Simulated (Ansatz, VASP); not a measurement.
# One calculation of SnO, two programs

POSCAR

```
SnO
1.0
    0.0000000000      2.7082147176      2.7082147176
    2.7082147176      0.0000000000      2.7082147176
    2.7082147176      2.7082147176      0.0000000000
Sn O
1 1
Direct
    0.0000000000      0.0000000000      0.0000000000
    0.2500000000      0.2500000000      0.2500000000
```

INCAR.step1

```
PREC = Accurate
ENCUT = 520
ISMEAR = -1
SIGMA = 0.02
LREAL = F
LASPH = T
NELM = 100
NBANDS = 17
GGA = PE
ALGO = Normal
EDIFF = 1E-4
LWAVE = T
LCHARG = F
```

INCAR.step2

```
PREC = Accurate
ENCUT = 520
EDIFF = 1E-7
ISMEAR = -1
SIGMA = 0.02
LREAL = F
LASPH = T
NELM = 100
ALGO = Normal
ISIF = 2
LWAVE = F
LCHARG = T
METAGGA = R2SCAN
LMIXTAU = T
LELF = T
LVHAR = T
NBANDS = 17
ISTART = 1
```

The input KPOINTS:

```
regular mesh
0
Gamma
  6 6 6
```

Input for Ansatz:

```yaml
crystal:
  lattice:
    - [0.0, 2.7082147176, 2.7082147176]
    - [2.7082147176, 0.0, 2.7082147176]
    - [2.7082147176, 2.7082147176, 0.0]
  atoms:
    - { symbol: Sn, position: [0.0, 0.0, 0.0] }
    - { symbol: O, position: [0.25, 0.25, 0.25] }
kpoints:
  mp_grid: { grid: [6, 6, 6] }
hamiltonian:
  xc: r2scan
scf:
  occupations: { method: fermi_dirac, width: 0.02 }
  n_extra_bands: 4
output:
  forces: true
  stress: true
  eigenvalues: true
```

Alike in both runs: task single point; functional r2SCAN; k mesh 6 × 6 × 6; occupations fermi-dirac, width 0.02 eV; no spin polarisation.

|  | VASP | Ansatz |
| --- | --- | --- |
| version | VASP 6.6.1 | Ansatz 0.2.0 |
| potentials or method | VASP PAW PBE potentials, release 64 (Sn_d, O) | plane waves, PAW |
| plane-wave cutoff (eV) | 520 | 500 |
| valence electrons in the cell | 20 | 20 |

```tsv
	VASP	Ansatz	Ansatz less VASP
pressure (GPa)	0.2	-0.1	-0.33
```

VASP's potentials were made for PBE, not for r2SCAN. With one functional, cell and mesh, what is left measures potentials, basis and numerics.
